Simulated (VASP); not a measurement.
Wanted: the native input for a VASP 6.6.1 run.

* Task: single point
* Functional: PBE
* Potentials or basis: VASP PAW PBE potentials, release 64 (In_d, Sb)
* Cutoff: 520 eV
* k mesh: 16 × 16 × 16
* Occupations: gaussian, width 0.15 eV
* Spin: no spin polarisation
* Dipole correction: no
* Further INCAR settings: ALGO = Normal; EDIFF = 1e-07; NBANDS = 16

The structure of InSb lies in POSCAR:

```
InSb
1.0
    0.0000000000      3.5828189905      3.5828189905
    3.5828189905      0.0000000000      3.5828189905
    3.5828189905      3.5828189905      0.0000000000
In Sb
1 1
Direct
    0.0000000000      0.0000000000      0.0000000000
    0.7500000000      0.7500000000      0.7500000000
```

This cell differs from its parent crystal: strain +0.080 along x and y, +0.080 along z.

These files were run (other wordings do the same):

INCAR

```
SYSTEM = InSb
PREC = Accurate
ENCUT = 520
EDIFF = 1E-7
ISMEAR = 0
SIGMA = 0.15
LREAL = .False.
LASPH = .True.
NELM = 80
ALGO = Normal
ISIF = 2
LWAVE = .False.
LCHARG = .False.
GGA = PE
NBANDS = 16
```

KPOINTS

```
regular mesh
0
Gamma
  16 16 16
  0 0 0
```

Potentials or basis: VASP PAW PBE potentials, release 64 (In_d, Sb).

Launch:

```bash
$ cat potpaw_PBE.64/In_d/POTCAR potpaw_PBE.64/Sb/POTCAR > POTCAR
$ mpirun -np 1 vasp_std > vasp.out
```

It gave:

```
Pressure               : -4.8 GPa
Band gap on the k mesh : zero (filled and empty bands touch)
```

Caveat: the cell differs from its parent crystal (strain +0.080 along x and y, +0.080 along z); spin-orbit coupling is left out, which moves the levels of the heavy elements.

It took 90 s on 1 thread of Intel(R) Xeon(R) 6975P-C (Granite Rapids), with other jobs on the host, peak memory 0.4 GiB.
